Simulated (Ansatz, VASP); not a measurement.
# Al2Cu: VASP beside Ansatz

```xyz
6
Lattice="-3.0079 3.0079 2.3884 3.0079 -3.0079 2.3884 3.0079 3.0079 -2.3884" Properties=species:S:1:pos:R:3 pbc="T T T"
Al    0.9547    3.9625    0.0000
Al    2.0532    0.9547    0.0000
Al    2.0532   -0.9547    2.3884
Al    0.9547    2.0532    2.3884
Cu    0.0000    0.0000    1.1942
Cu    0.0000    0.0000    3.5826
```

Alike in both runs: functional r2SCAN; k mesh 9 × 9 × 9; occupations fermi-dirac, width 0.1 eV; no spin polarisation.

Ansatz relaxed the structure, and its values are those at the end. VASP's run is a single point on that final structure, the one shown.

|  | VASP | Ansatz |
| --- | --- | --- |
| version | VASP 6.6.1 | Ansatz 0.2.0 |
| potentials or method | VASP PAW PBE potentials, release 64 (Al, Cu), cutoff 520 eV | PAW plane waves |
| valence electrons in the cell | 34 | 50 |

|  | VASP | Ansatz | Ansatz less VASP |
| --- | --- | --- | --- |
| pressure (GPa) | -0.2 | 0.0 | +0.16 |
| rms of the force components (eV/Å) | 0.007 | 0.007 | -0.0002 |

VASP's potentials were made for PBE, not for r2SCAN. With one functional, cell and mesh, what is left measures potentials, basis and numerics. VASP's potentials hold 34 valence electrons a cell and Ansatz's 50, so a difference there can come from the potentials and not from the codes. Ansatz's warnings: stress scf threshold loose.
